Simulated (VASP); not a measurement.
# Y (Fm-3m) in VASP: further runs, part 2 of 2

VASP 6.6.1. The steps go on from the part before.

## Step 4: Single point, r2SCAN (volume scaled by 0.97)

The input, POSCAR:

```
Y
1.0
    0.0000000000      2.5246882252      2.5246882252
    2.5246882252      0.0000000000      2.5246882252
    2.5246882252      2.5246882252      0.0000000000
Y
1
Direct
    0.0000000000      0.0000000000      0.0000000000
```

The input, INCAR.step1:

```
PREC     = Accurate       # precision mode
ENCUT    = 520            # plane-wave cutoff, eV
ISMEAR   = 0              # smearing method
SIGMA    = 0.1            # smearing width, eV
LREAL    = F              # projectors in reciprocal space
LASPH    = T              # aspherical terms in the spheres
NELM     = 100            # most SCF steps
NBANDS   = 12             # bands
GGA      = PE             # functional
ALGO     = Normal         # electronic algorithm
EDIFF    = 1E-4           # SCF threshold, eV
LWAVE    = T              # write WAVECAR
LCHARG   = F              # write CHGCAR
```

The input, INCAR.step2:

```
PREC     = Accurate       # precision mode
ENCUT    = 520            # plane-wave cutoff, eV
EDIFF    = 1E-7           # SCF threshold, eV
ISMEAR   = 0              # smearing method
SIGMA    = 0.1            # smearing width, eV
LREAL    = F              # projectors in reciprocal space
LASPH    = T              # aspherical terms in the spheres
NELM     = 100            # most SCF steps
ALGO     = Normal         # electronic algorithm
ISIF     = 2              # what is computed and relaxed
LWAVE    = F              # write WAVECAR
LCHARG   = F              # write CHGCAR
METAGGA  = R2SCAN         # meta-GGA
LMIXTAU  = T            
NBANDS   = 12             # bands
ISTART   = 1
```

The input, KPOINTS:

```
regular mesh
0
Gamma
  14 14 14
```

Potentials or basis: VASP PAW PBE potentials, release 64 (Y_sv).

Launch:

```sh
$ cat potpaw_PBE.64/Y_sv/POTCAR > POTCAR
$ cp INCAR.step1 INCAR
$ mpirun -np 1 vasp_std > vasp.out
$ cp INCAR.step2 INCAR
$ mpirun -np 1 vasp_std > vasp.out
```

OUTCAR:

```text
PREC = Accurate
   ENCUT = 520
   EDIFF = 1E-7
   ISMEAR = 0
   LREAL = F
   LASPH = T
   NELM = 100
   ISIF = 2
   METAGGA = R2SCAN
   ISTART = 1

 ion  position               nearest neighbor table
   1  0.000  0.000  0.000-

  LATTYP: Found a face centered cubic cell.
 ALAT       =     5.0493764504

  Lattice vectors:

 A1 = (   0.0000000000,   2.5246882252,   2.5246882252)
 A2 = (   2.5246882252,   0.0000000000,   2.5246882252)
 A3 = (   2.5246882252,   2.5246882252,   0.0000000000)

Analysis of symmetry for initial positions (statically):
=====================================================================
 Subroutine PRICEL returns:
 Original cell was already a primitive cell.

 Routine SETGRP: Setting up the symmetry group for a
 face centered cubic supercell.

 Subroutine GETGRP returns: Found 48 space group operations
 (whereof 48 operations were pure point group operations)
 out of a pool of 48 trial point group operations.

The static configuration has the point symmetry O_h .

[... 166 lines left out ...]
  band No.  band energies     occupation
      1     -40.9539      2.00000
      2     -19.9785      2.00000
      3     -19.9785      2.00000
      4     -19.9785      2.00000
      5      -1.8211      2.00000
      6       5.2574      0.00000
      7       5.2574      0.00000
      8       5.2574      0.00000
      9       7.4250      0.00000
     10       7.4250      0.00000
     11      12.5400      0.00000
     12      16.1170      0.00000
[... 331 lines left out ...]
 k-point    24 :       0.2857    0.1429    0.0000
  band No.  band energies     occupation
      1     -40.9096      2.00000
      2     -20.2924      2.00000
      3     -20.0606      2.00000
      4     -20.0546      2.00000
      5      -0.0988      2.00000
      6       3.7485      0.00000
      7       5.2284      0.00000
      8       5.9123      0.00000
      9       6.7407      0.00000
     10       8.0316      0.00000
     11      13.8504      0.00000
     12      15.6764      0.00000

 [... further k-points ...]

------------------------ aborting loop because EDIFF is reached ----------------------------------------

  FORCE on cell =-STRESS in cart. coord.  units (eV):
  Direction    XX          YY          ZZ          XY          YZ          ZX
  --------------------------------------------------------------------------------------
  -------------------------------------------------------------------------------------
  Total        0.2584754      0.2584754      0.2584754      0.0000000      0.0000000      0.0000000
  in kB       12.8669777     12.8669777     12.8669777      0.0000000      0.0000000      0.0000000
  external PRESSURE =      12.8669777 kB  Pullay stress =       0.0000000 kB

 VOLUME and BASIS-vectors are now :
 -----------------------------------------------------------------------------
  energy-cutoff  :      520.00
  volume of cell :       32.18
      direct lattice vectors                 reciprocal lattice vectors
     0.000000000  2.524688225  2.524688225    -0.198044256  0.198044256  0.198044256
     2.524688225  0.000000000  2.524688225     0.198044256 -0.198044256  0.198044256
     2.524688225  2.524688225  0.000000000     0.198044256  0.198044256 -0.198044256

 POSITION                                       TOTAL-FORCE (eV/Angst)
 -----------------------------------------------------------------------------------
      0.00000      0.00000      0.00000        -0.000000      0.000000     -0.000000
 -----------------------------------------------------------------------------------
    total drift:                               -0.000000     -0.000000     -0.000000

  FREE ENERGIE OF THE ION-ELECTRON SYSTEM (eV)
  ---------------------------------------------------
  free  energy   TOTEN  =       -20.2227207610 eV

  energy  without entropy=      -20.2151468209  energy(sigma->0) =      -20.21893379
```

Run time: 1.8 min. Hardware: 1 thread of Intel Xeon 6975P-C (Granite Rapids), shared host; peak memory 0.21 GiB.

Results:

| Property | Result |
| --- | --- |
| Free energy | -20.2227 eV |
| Pressure | 1.3 GPa |

Caveat: the PAW data sets were made with another functional, which shifts forces and pressure a little.

## Step 5: Single point, r2SCAN (volume scaled by 1.03)

The input, POSCAR:

```
Y
1.0
    0.0000000000      2.5757057730      2.5757057730
    2.5757057730      0.0000000000      2.5757057730
    2.5757057730      2.5757057730      0.0000000000
Y
1
Direct
    0.0000000000      0.0000000000      0.0000000000
```

The input, INCAR.step1:

```
SYSTEM = Y
ALGO = Normal
EDIFF = 1E-4
ENCUT = 520
GGA = PE
ISMEAR = 0
LASPH = .True.
LCHARG = .False.
LREAL = .False.
LWAVE = .True.
NBANDS = 12
NELM = 100
PREC = Accurate
SIGMA = 0.1
```

The input, INCAR.step2:

```
SYSTEM = Y
ALGO = Normal
EDIFF = 1E-6
ENCUT = 520
ISIF = 2
ISMEAR = 0
ISTART = 1
LASPH = .True.
LCHARG = .True.
LELF = .True.
LMIXTAU = .True.
LREAL = .False.
LVHAR = .True.
LWAVE = .False.
METAGGA = R2SCAN
NBANDS = 12
NELM = 100
PREC = Accurate
SIGMA = 0.1
```

The input, KPOINTS:

```
k-points
0
Gamma
  14 14 14
  0 0 0
```

Launch:

```sh
$ cat potpaw_PBE.64/Y_sv/POTCAR > POTCAR
$ cp INCAR.step1 INCAR
$ mpirun -np 1 vasp_std > vasp.out
$ cp INCAR.step2 INCAR
$ mpirun -np 1 vasp_std > vasp.out
```

Run time: 81 s. Hardware: 1 thread of Intel Xeon 6975P-C (Granite Rapids), shared host; peak memory 0.2 GiB.

The run converged. Its results:

- Free energy: -20.2242 eV
- Pressure: -0.9 GPa

Levels at points of the mesh, in eV from the Fermi level:
```csv
k point,band 3,band 4,band 5,band 6,band 7,band 8
"(0.00, 0.00, 0.00)",-23.38,-23.38,-4.93,1.99,1.99,1.99
"(0.50, 0.00, 0.00)",-23.44,-23.44,-1.95,0.30,1.82,1.82
"(0.50, 0.50, 0.00)",-23.56,-23.56,-1.69,-0.75,1.81,5.41
```

Caveat: the PAW data sets were made with another functional, which shifts forces and pressure a little.

## Step 6: Single point, r2SCAN (volume scaled by 1.06)

The input, POSCAR:

```
Y
1.0
    0.0000000000      2.6004736941      2.6004736941
    2.6004736941      0.0000000000      2.6004736941
    2.6004736941      2.6004736941      0.0000000000
Y
1
Direct
    0.0000000000      0.0000000000      0.0000000000
```

The input, INCAR.step1:

```
ALGO = Normal ; EDIFF = 1E-4
ENCUT = 520 ; GGA = PE
ISMEAR = 0 ; LASPH = True
LCHARG = False ; LREAL = False
LWAVE = True ; NBANDS = 12
NELM = 60 ; PREC = Accurate
SIGMA = 0.1
```

The input, INCAR.step2:

```
ALGO = Normal ; EDIFF = 1E-6
ENCUT = 520 ; ISIF = 2
ISMEAR = 0 ; ISTART = 1
LASPH = True ; LCHARG = True
LELF = True ; LMIXTAU = True
LREAL = False ; LVHAR = True
LWAVE = False ; METAGGA = R2SCAN
NBANDS = 12 ; NELM = 60
PREC = Accurate ; SIGMA = 0.1
```

The input, KPOINTS:

```
k-points
0
Gamma
  14 14 14
```

Potentials or basis: VASP PAW PBE potentials, release 64 (Y_sv).

Launch:

```sh
$ cat potpaw_PBE.64/Y_sv/POTCAR > POTCAR
$ cp INCAR.step1 INCAR
$ mpirun -np 1 vasp_std > vasp.out
$ cp INCAR.step2 INCAR
$ mpirun -np 1 vasp_std > vasp.out
```

OUTCAR:

```text
EDIFF = 1E-6
   ENCUT = 520
   ISIF = 2
   ISMEAR = 0
   ISTART = 1
   LASPH = True
   LREAL = False
   METAGGA = R2SCAN
   NELM = 60
   PREC = Accurate

 ion  position               nearest neighbor table
   1  0.000  0.000  0.000-

  LATTYP: Found a face centered cubic cell.
 ALAT       =     5.2009473882

  Lattice vectors:

 A1 = (   0.0000000000,   2.6004736941,   2.6004736941)
 A2 = (   2.6004736941,   0.0000000000,   2.6004736941)
 A3 = (   2.6004736941,   2.6004736941,   0.0000000000)

Analysis of symmetry for initial positions (statically):
=====================================================================
 Subroutine PRICEL returns:
 Original cell was already a primitive cell.

 Routine SETGRP: Setting up the symmetry group for a
 face centered cubic supercell.

 Subroutine GETGRP returns: Found 48 space group operations
 (whereof 48 operations were pure point group operations)
 out of a pool of 48 trial point group operations.

The static configuration has the point symmetry O_h .

Analysis of symmetry for dynamics (positions and initial velocities):
=====================================================================
 Subroutine PRICEL returns:
 Original cell was already a primitive cell.

 Routine SETGRP: Setting up the symmetry group for a
 face centered cubic supercell.

 Subroutine GETGRP returns: Found 48 space group operations
 (whereof 48 operations were pure point group operations)
 out of a pool of 48 trial point group operations.

The dynamic configuration has the point symmetry O_h .

 Subroutine INISYM returns: Found 48 space group operations
 (whereof 48 operations are pure point group operations),
 and found     1 'primitive' translations

----------------------------------------------------------------------------------------

                                     Primitive cell

  volume of cell :      35.1712
[... 112 lines left out ...]
   METAGGA = R2SCAN    functional components
   LHFCALC =     F    Hartree Fock is set to
   AEXX    =    0.0000 exact exchange contribution
   IVDW    =     0    specifies the selected vdW correction
   LEPSILON=     F    determine dielectric tensor
   LRPA    =     F    only Hartree local field effects (RPA)
 non-spin polarized calculation
 Gauss-broadening in eV      SIGMA  =   0.10
  energy-cutoff  :      520.00
  volume of cell :       35.17
 maximum number of plane-waves:       961
   NGX = 13   NGY = 13   NGZ = 13

 number of electron      10.9999999 magnetization

 Free energy of the ion-electron system (eV)
  ---------------------------------------------------
  ext. energy  EPLUGINS =         0.00000000
  ---------------------------------------------------
  free energy    TOTEN  =       -20.21514277 eV

  energy without entropy =      -20.20666471  energy(sigma->0) =      -20.21090374

 E-fermi :   2.7630     XC(G=0):  -9.7986

 val. band max:        2.7580939147   @ k =  -0.4286   0.1429   0.0000
 cond. band min:       2.7947730541   @ k =  -0.4286   0.1429   0.0714
 fundamental gap:      0.0366791394
 Fermi energy:         2.7629559811

 k-point     1 :       0.0000    0.0000    0.0000
  band No.  band energies     occupation
      1     -41.6291      2.00000
      2     -20.7074      2.00000
      3     -20.7074      2.00000
      4     -20.7074      2.00000
      5      -2.1195      2.00000
      6       4.7220      0.00000
      7       4.7220      0.00000
      8       4.7220      0.00000
      9       6.6720      0.00000
     10       6.6720      0.00000
     11      11.8793      0.00000
     12      15.1609      0.00000
[... 331 lines left out ...]
 k-point    24 :       0.2857    0.1429    0.0000
  band No.  band energies     occupation
      1     -41.5991      2.00000
      2     -20.9389      2.00000
      3     -20.7690      2.00000
      4     -20.7644      2.00000
      5      -0.5232      2.00000
      6       3.3440      0.00000
      7       4.7122      0.00000
      8       5.3100      0.00000
      9       6.0583      0.00000
     10       7.2197      0.00000
     11      12.8436      0.00000
     12      14.5139      0.00000

 [... further k-points ...]

------------------------ aborting loop because EDIFF is reached ----------------------------------------

  FORCE on cell =-STRESS in cart. coord.  units (eV):
  Direction    XX          YY          ZZ          XY          YZ          ZX
  --------------------------------------------------------------------------------------
  -------------------------------------------------------------------------------------
  Total       -0.4130181     -0.4130181     -0.4130181      0.0000000     -0.0000000     -0.0000000
  in kB      -18.8144808    -18.8144808    -18.8144808      0.0000000     -0.0000000     -0.0000000
  external PRESSURE =     -18.8144808 kB  Pullay stress =       0.0000000 kB

 VOLUME and BASIS-vectors are now :
 -----------------------------------------------------------------------------
  energy-cutoff  :      520.00
  volume of cell :       35.17
      direct lattice vectors                 reciprocal lattice vectors
     0.000000000  2.600473694  2.600473694    -0.192272662  0.192272662  0.192272662
     2.600473694  0.000000000  2.600473694     0.192272662 -0.192272662  0.192272662
     2.600473694  2.600473694  0.000000000     0.192272662  0.192272662 -0.192272662

 POSITION                                       TOTAL-FORCE (eV/Angst)
 -----------------------------------------------------------------------------------
      0.00000      0.00000      0.00000         0.000000      0.000000      0.000000
 -----------------------------------------------------------------------------------
    total drift:                               -0.000000     -0.000000     -0.000000

  FREE ENERGIE OF THE ION-ELECTRON SYSTEM (eV)
  ---------------------------------------------------
  free  energy   TOTEN  =       -20.2151427738 eV

  energy  without entropy=      -20.2066647141  energy(sigma->0) =      -20.21090374
```

OSZICAR.step1:

```text
N       E                     dE             d eps       ncg     rms          rms(c)
DAV:   1     0.241133795803E+02    0.24113E+02   -0.55160E+03  2504   0.820E+02
DAV:   2    -0.514808891526E+01   -0.29261E+02   -0.28454E+02  3072   0.163E+02
DAV:   3    -0.656141143733E+01   -0.14133E+01   -0.13895E+01  3568   0.227E+01
DAV:   4    -0.660491593331E+01   -0.43504E-01   -0.43463E-01  2892   0.380E+00
DAV:   5    -0.660576748431E+01   -0.85155E-03   -0.85152E-03  3268   0.426E-01    0.214E+01
DAV:   6    -0.642430376949E+01    0.18146E+00   -0.20847E-01  2700   0.300E+00    0.131E+01
DAV:   7    -0.638843475847E+01    0.35869E-01   -0.29858E-01  2932   0.358E+00    0.111E+00
DAV:   8    -0.638487970767E+01    0.35551E-02   -0.39097E-02  2932   0.148E+00    0.194E-01
DAV:   9    -0.638476149664E+01    0.11821E-03   -0.70079E-04  3144   0.221E-01    0.123E-01
DAV:  10    -0.638467616525E+01    0.85331E-04   -0.34489E-04  2744   0.149E-01
   1 F= -.63846762E+01 E0= -.63801536E+01  d E =-.904519E-02
```

Wall time 88 s (1 thread of Intel Xeon 6975P-C (Granite Rapids), shared host); peak memory 0.21 GiB.

Results:

```yaml
Free_energy: -20.2151 eV
Pressure: -1.9 GPa
```

Caveat: the PAW data sets were made with another functional, which shifts forces and pressure a little.

## Step 7: Summary

| task | cell | cutoff (eV) | gap on the mesh (eV) | pressure (GPa) |
| --- | --- | --- | --- | --- |
| relaxation of cell and atoms | relaxed from a = 3.607 Å, angles 60.0°, 1 atom | 600 | none | 0.0 |
| single point | a = 3.533 Å, angles 60.0°, 1 atom | 520 | none | 2.7 |
| single point | a = 3.570 Å, angles 60.0°, 1 atom | 520 | none | 1.3 |
| single point | a = 3.643 Å, angles 60.0°, 1 atom | 520 | none | -0.9 |
| single point | a = 3.678 Å, angles 60.0°, 1 atom | 520 | none | -1.9 |

Alike in all rows: level r2SCAN; potentials or basis VASP PAW PBE potentials, release 64 (Y_sv); no spin polarisation; k mesh 14 × 14 × 14; smearing gaussian 0.1 eV.

Caveats: the PAW data sets were made with another functional, which shifts forces and pressure a little.

Absolute energies hang on the potentials; compare differences alone.
